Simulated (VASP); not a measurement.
Write the native input for VASP 6.6.1 that does the following.

| Property | Result |
| --- | --- |
| Task | single point |
| Functional | revPBE |
| Potentials or basis | VASP PAW PBE potentials, release 64 (Co, O) |
| Cutoff | 520 eV |
| k mesh | 11 × 11 × 11 |
| Occupations | fermi-dirac, width 0.05 eV |
| Spin | collinear spin, ferromagnetic start |
| Starting moments | [2.0, 0.0] μB |
| Dipole correction | no |
| Further INCAR settings | ALGO = Normal; EDIFF = 1e-06; NBANDS = 18 |

The structure of CoO lies in POSCAR:

```
CoO
1.0
    0.0000000000      2.1423928814      2.1423928814
    2.1423928814      0.0000000000      2.1423928814
    2.1423928814      2.1423928814      0.0000000000
Co O
1 1
Direct
    0.0000000000      0.0000000000      0.0000000000
    0.5000000000      0.5000000000      0.5000000000
```

One way to write it, as run:

INCAR

```
ALGO = Normal
EDIFF = 1E-6
ENCUT = 520
GGA = RE
ISIF = 2
ISMEAR = -1
ISPIN = 2
LASPH = True
LCHARG = True
LELF = True
LMAXMIX = 4
LORBIT = 11
LREAL = False
LVHAR = True
LWAVE = False
MAGMOM = 2 0
NBANDS = 18
NELM = 150
PREC = Accurate
SIGMA = 0.05
```

KPOINTS

```
k-points
0
Gamma
  11 11 11
```

Potentials or basis: VASP PAW PBE potentials, release 64 (Co, O).

Command:

```console
$ cat potpaw_PBE.64/Co/POTCAR potpaw_PBE.64/O/POTCAR > POTCAR
$ mpirun -np 1 vasp_std > vasp.out
```

It gave:

```json
{
 "Pressure": "-0.4 GPa",
 "Net moment": "2.95 μB per cell",
 "Site moments": "Co +2.59; O +0.31 μB",
 "Valence electrons inside the program's atomic spheres": "Co 7.76; O 4.98"
}
```

Caveat: the PAW data sets were made with another functional, which shifts forces and pressure a little; a cell with one magnetic atom can't hold antiferromagnetic order, which such compounds often take.

Run time: 17 s on 1 thread of Intel(R) Xeon(R) 6975P-C (Granite Rapids), with other jobs on the host, peak memory 0.16 GiB.
